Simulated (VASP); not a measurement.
Write the native input for VASP 6.6.1 that does the following.

```yaml
Task: single point
Functional: PBEsol
Potentials_or_basis: VASP PAW PBE potentials, release 64 (W_sv)
Cutoff: 520 eV
k_mesh: 9 × 9 × 4
Occupations: gaussian, width 0.1 eV
Spin: no spin polarisation
Dipole_correction: no
Further_INCAR_settings: ALGO = Fast; EDIFF = 1e-06; NBANDS = 21
```

The structure of W lies in POSCAR:

```
W
1.0
    2.9134635405      0.0000000000      0.0000000000
   -1.4567317703      2.5231334391      0.0000000000
    0.0000000000      0.0000000000      4.7287056219
W
2
Direct
    0.3333333333      0.6666666667      0.2500000000
    0.6666666667      0.3333333333      0.7500000000
```

This isn't the form of W at room conditions, which is bcc.

One way to write it, as run:

INCAR

```
ALGO     = Fast           # electronic algorithm
EDIFF    = 1E-6           # SCF threshold, eV
ENCUT    = 520            # plane-wave cutoff, eV
GGA      = PS             # functional
ISIF     = 2              # what is computed and relaxed
ISMEAR   = 0              # smearing method
LASPH    = True           # aspherical terms in the spheres
LCHARG   = True           # write CHGCAR
LELF     = True           # ELF
LREAL    = False          # projectors in reciprocal space
LVHAR    = True         
LWAVE    = False          # write WAVECAR
NBANDS   = 21             # bands
NELM     = 100            # most SCF steps
PREC     = Accurate       # precision mode
SIGMA    = 0.1            # smearing width, eV
```

KPOINTS

```
k-points
0
Gamma
  9 9 4
```

Potentials or basis: VASP PAW PBE potentials, release 64 (W_sv).

Command:

```bash
$ cat potpaw_PBE.64/W_sv/POTCAR > POTCAR
$ mpirun -np 1 vasp_std > vasp.out
```

Results of the run:

```yaml
Pressure: -20.8 GPa
Band_gap_on_the_k_mesh: zero (bands 14 and 15 overlap by 1.43 eV)
```

Caveat: the stress differs along the axes, from -26 to -10 GPa; the PAW data sets were made with another functional, which shifts forces and pressure a little; spin-orbit coupling is left out, which moves the levels of the heavy elements.

Wall time 38 s on 1 thread of Intel Xeon 8259CL (shared host), peak memory 0.16 GiB.
